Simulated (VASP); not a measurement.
Here is a VASP 6.6.1 calculation.

File INCAR:

```
PREC = Accurate
ENCUT = 520
EDIFF = 1E-6
ISMEAR = -1
SIGMA = 0.15
LREAL = Auto
LASPH = T
NELM = 60
ALGO = Normal
ISIF = 2
LWAVE = F
LCHARG = F
NBANDS = 100
```

Contents of KPOINTS:

```
regular mesh
0
Gamma
  1 1 1
```

POSCAR

```
Ba16Cu
1.0
   10.0400000000      0.0000000000      0.0000000000
    0.0000000000     10.0400000000      0.0000000000
    0.0000000000      0.0000000000     10.0400000000
Ba Cu
16 1
Direct
    0.0151095618     -0.0305677291      0.0016434263
    0.5081872510     -0.0021513944     -0.0090737052
    0.0446912351      0.4630378486      0.0265537849
    0.0244322709     -0.0203984064      0.5338745020
    0.2358764940      0.2123804781      0.2700697211
    0.5077589641      0.4956274900      0.0375697211
    0.5232470120      0.0021812749      0.5160159363
    0.7451195219      0.2531673307      0.2633665339
    0.0032868526      0.4716733068      0.5211752988
    0.2468725100      0.7670617530      0.2523705179
    0.3249701195      0.2707171315      0.7356175299
    0.5016235060      0.4811454183      0.4776693227
    0.7618625498      0.7445019920      0.2654282869
    0.7613247012      0.2270119522      0.7615836653
    0.2695418327      0.7607868526      0.7743326693
    0.7236952191      0.7588545817      0.7511354582
    0.1993227092      0.1916733068     -0.0561155378
```

Potentials or basis: VASP PAW LDA potentials, release 64 (Ba_sv, Cu).

Run with:

```sh
$ cat potpaw_LDA.64/Ba_sv/POTCAR potpaw_LDA.64/Cu/POTCAR > POTCAR
$ mpirun -np 1 vasp_gam > vasp.out
```

**Question.** Predict the largest force.

**Answer.** 1.307 eV/Å.

**Question.** Estimate the pressure.

**Answer.** -1.8 GPa.

Forces on the atoms (eV/Å):
```
Ba  -0.399  0.202  0.094
Ba  -0.235  0.220  0.467
Ba  -0.315  0.158 -0.308
Ba  -0.288  0.206 -0.060
Ba   0.377  0.126 -0.246
Ba  -0.166 -0.117 -0.283
Ba  -0.250 -0.182 -0.357
Ba   0.381 -0.485 -0.072
Ba   0.171  0.333 -0.039
Ba   0.256 -0.284  0.286
Ba   0.087  0.251 -0.705
Ba   0.055  0.395  0.234
Ba  -0.022  0.058 -0.035
Ba   0.116  0.315  0.038
Ba   0.119 -0.311 -0.334
Ba   0.497 -0.481  0.141
Cu  -0.384 -0.405  1.182
```

Caveat: the k points lie up to 0.63 Å⁻¹ apart.
